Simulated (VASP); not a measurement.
A run of VASP 6.6.1 is set up as follows.

INCAR

```
PREC = Accurate
ENCUT = 520
EDIFF = 1E-6
ISMEAR = 0
SIGMA = 0.03
LREAL = False
LASPH = True
NELM = 100
ALGO = Normal
ISIF = 2
LWAVE = False
LCHARG = False
GGA = PE
IVDW = 12
NBANDS = 11
```

KPOINTS

```
regular mesh
0
Gamma
  16 16 16
```

POSCAR

```
C
1.0
    0.0000000000      2.0755805716      3.3047059672
    1.1989765253      0.0000000000      3.3047059672
    1.1989765253      2.0755805716      0.0000000000
C
2
Direct
    0.1930543001      0.8069456999      0.1930543001
    0.8069456999      0.1930543001      0.8069456999
```

Potentials or basis: VASP PAW PBE potentials, release 64 (C).

Run with:

```sh
$ cat potpaw_PBE.64/C/POTCAR > POTCAR
$ mpirun -np 1 vasp_std > vasp.out
```

**Question.** What does it give for the pressure?

**Answer.** 48.4 GPa.

**Question.** What does it give for the largest force?

**Answer.** 9.238 eV/Å.

Stress tensor (GPa, compression positive):
```
109.49   0.00   0.00
  0.00  35.14   0.00
  0.00   0.00   0.56
```

Caveat: the cell differs from its parent crystal (atoms shifted along a free coordinate); the cell stands under pressure; forces of over 1 eV/Å act on the atoms, so gaps and moduli don't describe the material at rest.
